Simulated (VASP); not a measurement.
# Se (P3_121) in VASP: further runs, part 2 of 2

VASP 6.6.1. Earlier steps stand in the parts before.

**4. Single point, r2SCAN50**

This run uses another cell than the first one, of 27.26 Å³/atom, 1.132 times its volume.

POSCAR reads:

```
Se
1.0
    4.3662000000      0.0000000000      0.0000000000
   -2.1831000000      3.7812401180      0.0000000000
    0.0000000000      0.0000000000      4.9536000000
Se
3
Direct
    0.7746000000      0.7746000000      0.0000000000
    0.0000000000      0.2254000000      0.6666666667
    0.2254000000      0.0000000000      0.3333333333
```

INCAR.step1 reads:

```
SYSTEM = Se
PREC = Accurate
ENCUT = 520
EDIFF = 1E-5
ISMEAR = -1
SIGMA = 0.05
LREAL = .False.
LASPH = .True.
NELM = 60
ALGO = Normal
ISIF = 2
LWAVE = .True.
GGA = PE
NBANDS = 16
```

INCAR.step2 reads:

```
SYSTEM = Se
PREC = Accurate
ENCUT = 520
EDIFF = 1E-6
ISMEAR = -1
SIGMA = 0.05
LREAL = .False.
LASPH = .True.
NELM = 60
ALGO = Normal
ISIF = 2
LWAVE = .False.
LCHARG = .True.
METAGGA = R2SCAN
LHFCALC = .True.
AEXX = 0.5
LMIXTAU = .True.
PRECFOCK = Normal
LELF = .True.
LVHAR = .True.
ISTART = 1
NBANDS = 16
```

KPOINTS reads:

```
Automatic mesh
0
Gamma
  4 4 3
  0 0 0
```

Potentials or basis: VASP PAW PBE potentials, release 64 (Se).

The run is started by

```bash
$ cat potpaw_PBE.64/Se/POTCAR > POTCAR
$ cp INCAR.step1 INCAR
$ mpirun -np 1 vasp_std > vasp.out
$ cp INCAR.step2 INCAR
$ mpirun -np 1 vasp_std > vasp.out
```

OUTCAR:

```text
SYSTEM = Se
   PREC = Accurate
   ENCUT = 520
   EDIFF = 1E-6
   ISMEAR = -1
   LREAL = .False.
   LASPH = .True.
   NELM = 60
   ISIF = 2
   METAGGA = R2SCAN
   LHFCALC = .True.
   AEXX = 0.5
   PRECFOCK = Normal
   ISTART = 1

 ion  position               nearest neighbor table
   1  0.775  0.775  0.000-   2 2.37   3 2.37
   2  0.000  0.225  0.667-   1 2.37   3 2.37
   3  0.225  0.000  0.333-   1 2.37   2 2.37

  LATTYP: Found a hexagonal cell.
 ALAT       =     4.3662000000
 C/A-ratio  =     1.1345334616
[... 355 lines left out ...]

  FORCE on cell =-STRESS in cart. coord.  units (eV):
  Direction    XX          YY          ZZ          XY          YZ          ZX
  --------------------------------------------------------------------------------------
  -------------------------------------------------------------------------------------
  Total       -0.5911826     -0.5911826     -2.0536808      0.0000000      0.0000000     -0.0000000
  in kB      -11.5817292    -11.5817292    -40.2332130      0.0000000      0.0000000     -0.0000000
  external PRESSURE =     -21.1322238 kB  Pullay stress =       0.0000000 kB

 VOLUME and BASIS-vectors are now :
 -----------------------------------------------------------------------------
  energy-cutoff  :      520.00
  volume of cell :       81.78
      direct lattice vectors                 reciprocal lattice vectors
     4.366200000  0.000000000  0.000000000     0.229032110  0.132231751  0.000000000
    -2.183100000  3.781240118  0.000000000     0.000000000  0.264463501  0.000000000
     0.000000000  0.000000000  4.953600000     0.000000000  0.000000000  0.201873385

 POSITION                                       TOTAL-FORCE (eV/Angst)
 -----------------------------------------------------------------------------------
      1.69103      2.92895      0.00000         0.427069      0.739705      0.000000
     -0.49207      0.85229      3.30240         0.427069     -0.739705      0.000000
      0.98414      0.00000      1.65120        -0.854138      0.000000     -0.000000
 -----------------------------------------------------------------------------------
    total drift:                               -0.000001     -0.000001      0.000000

  FREE ENERGIE OF THE ION-ELECTRON SYSTEM (eV)
  ---------------------------------------------------
  free  energy   TOTEN  =       -36.4040257780 eV

  energy  without entropy=      -36.4040257780  energy(sigma->0) =      -36.40402578
```

OSZICAR.step1:

```text
N       E                     dE             d eps       ncg     rms          rms(c)
DAV:   1     0.810100227301E+02    0.81010E+02   -0.72643E+03   288   0.938E+02
DAV:   2    -0.538033425014E+01   -0.86390E+02   -0.82673E+02   384   0.154E+02
DAV:   3    -0.105154716055E+02   -0.51351E+01   -0.51213E+01   384   0.428E+01
DAV:   4    -0.105498568829E+02   -0.34385E-01   -0.34384E-01   360   0.414E+00
DAV:   5    -0.105501104508E+02   -0.25357E-03   -0.25357E-03   384   0.352E-01    0.703E+00
DAV:   6    -0.104917312518E+02    0.58379E-01   -0.34174E-02   336   0.117E+00    0.435E+00
DAV:   7    -0.104716113179E+02    0.20120E-01   -0.71344E-02   360   0.165E+00    0.199E-01
DAV:   8    -0.104709733524E+02    0.63797E-03   -0.84205E-03   344   0.564E-01    0.100E-01
DAV:   9    -0.104710805152E+02   -0.10716E-03   -0.28089E-04   416   0.108E-01    0.337E-02
DAV:  10    -0.104711253363E+02   -0.44821E-04   -0.50832E-05   320   0.479E-02    0.676E-03
DAV:  11    -0.104711285404E+02   -0.32041E-05   -0.71137E-06   312   0.167E-02
   1 F= -.10471129E+02 E0= -.10471129E+02  d E =-.468662E-07
```

It took 7.3 min on 1 thread of Intel Xeon Platinum 8488C (Sapphire Rapids), shared host; peak memory 0.22 GiB.

What came out:

```
Free energy            : -36.4040 eV
Pressure               : -2.1 GPa
Largest force          : 0.854 eV/Å
Band gap on the k mesh : 4.82 eV, indirect (least direct gap 5.22 eV)
```

Forces on the atoms (eV/Å):
```
Se   0.427  0.740  0.000
Se   0.427 -0.740  0.000
Se  -0.854  0.000  0.000
```

Levels at points of the mesh, in eV from the valence-band top:
```
           k point  band 6  band 7  band 8  band 9  band 10  band 11  band 12  band 13
(0.00, 0.00, 0.00)   -3.91   -2.33   -2.33   -0.40     5.63     5.63     5.91     9.95
(0.50, 0.00, 0.00)   -3.79   -3.08   -1.74   -0.99     5.52     6.01     8.10     8.89
```

Caveat: the k points lie up to 0.42 Å⁻¹ apart; the PAW data sets were made with another functional, which shifts forces and pressure a little. A k mesh can miss the band edges.

**5. Single point, revPBE+D3(BJ)**

This run uses another cell than the first one, of 23.36 Å³/atom, 0.970 times its volume.

INCAR reads:

```
ALGO     = Normal         # electronic algorithm
EDIFF    = 1E-6           # SCF threshold, eV
ENCUT    = 520            # plane-wave cutoff, eV
GGA      = RE             # functional
ISIF     = 2              # what is computed and relaxed
ISMEAR   = -1             # smearing method
IVDW     = 12             # dispersion correction
LASPH    = T              # aspherical terms in the spheres
LCHARG   = F              # write CHGCAR
LREAL    = F              # projectors in reciprocal space
LWAVE    = F              # write WAVECAR
NBANDS   = 16             # bands
NELM     = 80             # most SCF steps
PREC     = Accurate       # precision mode
SIGMA    = 0.05           # smearing width, eV
```

KPOINTS reads:

```
k-points
0
Gamma
  7 7 6
```

POSCAR reads:

```
Se
1.0
    3.9659473320      0.0000000000      0.0000000000
   -1.9829736660      3.4346111396      0.0000000000
    0.0000000000      0.0000000000      5.1454095063
Se
3
Direct
    0.7453586734      0.7453586734      0.0000000000
    0.0000000000      0.2546413266      0.6666666667
    0.2546413266      0.0000000000      0.3333333333
```

The run is started by

```bash
$ cat potpaw_PBE.64/Se/POTCAR > POTCAR
$ mpirun -np 1 vasp_std > vasp.out
```

Wall time 34 s (1 thread of Intel Xeon 6975P-C, shared host); peak memory 0.2 GiB.

Results (log left out):

```
Free energy                : -11.5599 eV
Pressure                   : 0.1 GPa
Largest force              : 0.015 eV/Å
Band gap on the k mesh     : 0.89 eV, indirect (least direct gap 1.10 eV)
Dispersion energy per atom : -0.735 eV
```

Forces in eV/Å, atoms in the order of the input:
```
Se  -0.008 -0.013  0.000
Se  -0.008  0.013  0.000
Se   0.015  0.000  0.000
```

Levels at points of the mesh, in eV from the valence-band top:
| k point | band 7 | band 8 | band 9 | band 10 | band 11 | band 12 |
| --- | --- | --- | --- | --- | --- | --- |
| (0.00, 0.00, 0.00) | -1.85 | -1.85 | -0.60 | 1.46 | 1.46 | 2.15 |
| (0.00, 0.00, 0.50) | -1.42 | -1.23 | -1.23 | 0.89 | 0.97 | 0.97 |

Caveat: the PAW data sets were made with another functional, which shifts forces and pressure a little. A k mesh can miss the band edges.

**6. Summary**

```csv
level,cell,k mesh,grid for exact exchange (PRECFOCK),gap on the mesh (eV),pressure (GPa),largest force (eV/Å)
PBEsol,"a = 4.036, b = 4.036, c = 5.123 Å, angles 90.0, 90.0, 120.0°, 3 atoms",7 × 7 × 6,-,0.90,0.2,0.03
HF,"a = 4.366, b = 4.366, c = 4.954 Å, angles 90.0, 90.0, 120.0°, 3 atoms",4 × 4 × 3,Normal,8.51,1.9,1.18
r2SCAN50,"a = 4.366, b = 4.366, c = 4.954 Å, angles 90.0, 90.0, 120.0°, 3 atoms",4 × 4 × 3,Normal,4.82,-2.1,0.85
revPBE+D3(BJ),"a = 3.966, b = 3.966, c = 5.145 Å, angles 90.0, 90.0, 120.0°, 3 atoms",7 × 7 × 6,-,0.89,0.1,0.02
```

Alike in all rows: task single point; potentials or basis VASP PAW PBE potentials, release 64 (Se); no spin polarisation; cutoff (eV) 520; smearing fermi-dirac 0.05 eV.

Caveats: some runs use coarse meshes; the PAW data sets were made with another functional, which shifts forces and pressure a little.

Absolute energies hang on the potentials; compare differences alone.
